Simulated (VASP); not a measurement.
Runs of VASP 6.6.1 on Al. The structure is that of space group P6_3/mmc (No. 194), or close to it. The cells are those of the table. 

| cell | gap on the mesh (eV) | pressure (GPa) |
| --- | --- | --- |
| a = 2.531, b = 2.531, c = 4.867 Å, angles 90.0, 90.0, 120.0°, 2 atoms | none | 26.8 |
| a = 2.742, b = 2.742, c = 4.867 Å, angles 90.0, 90.0, 120.0°, 2 atoms | none | (a) |
| a = 2.953, b = 2.953, c = 4.867 Å, angles 90.0, 90.0, 120.0°, 2 atoms | none | -9.1 |
| a = 2.883, b = 2.883, c = 4.867 Å, angles 90.0, 90.0, 120.0°, 2 atoms | none | (b) |
| a = 2.602, b = 2.602, c = 4.867 Å, angles 90.0, 90.0, 120.0°, 2 atoms | none | 16.1 |
| a = 2.672, b = 2.672, c = 4.867 Å, angles 90.0, 90.0, 120.0°, 2 atoms | none | 7.8 |

Alike in all rows: task single point; level r2SCAN; potentials or basis VASP PAW PBE potentials, release 64 (Al); no spin polarisation; k mesh 21 × 21 × 10; cutoff (eV) 520; smearing gaussian 0.15 eV.

Fill in the values left out.

(a) 1.4; (b) -6.7.

Caveats: the PAW data sets were made with another functional, which shifts forces and pressure a little.

A gap of «none» marks levels without a gap at the run's occupations.
